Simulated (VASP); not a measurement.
Fe:

```xyz
1
Lattice="2.3067 0.0000 0.0000 0.0000 2.3067 0.0000 0.0000 0.0000 2.3067" Properties=species:S:1:pos:R:3 pbc="T T T"
Fe    0.0000    0.0000    0.0000
```

This isn't the form of Fe at room conditions, which is bcc.

```yaml
Program: VASP 6.6.1
Task: relaxation of cell and atoms
Functional: PBE
Potentials_or_basis: VASP PAW PBE potentials, release 64 (Fe)
Cutoff: 600 eV
k_mesh: 18 × 18 × 18
Occupations: fermi-dirac, width 0.1 eV
Spin: collinear spin, ferromagnetic start
Starting_moments: "[2.5] μB"
```

At the start: pressure 11.7 GPa; volume 12.27 Å³/atom.

Task: Where does the relaxation end?

Result: Over 3 steps the energy falls by 33.8 meV/atom and the volume is 13.27 Å³/atom (+8.1 %); space group Pm-3m (No. 221, to 0.1 Å) before and after; moment 2.38 μB per cell.

Step by step:
```csv
step,energy change (eV),largest force (eV/Å),pressure (GPa),volume (Å³)
1,0.0000,0.0000,11.74,12.27
2,-0.0218,0.0000,-5.33,13.94
3,-0.0338,0.0000,-0.02,13.27
```

Final structure:
```
Fe
1.0
     2.36740    0.00000    0.00000
     0.00000    2.36740    0.00000
     0.00000    0.00000    2.36740
Fe
1
Direct
  0.00000 0.00000 0.00000
```
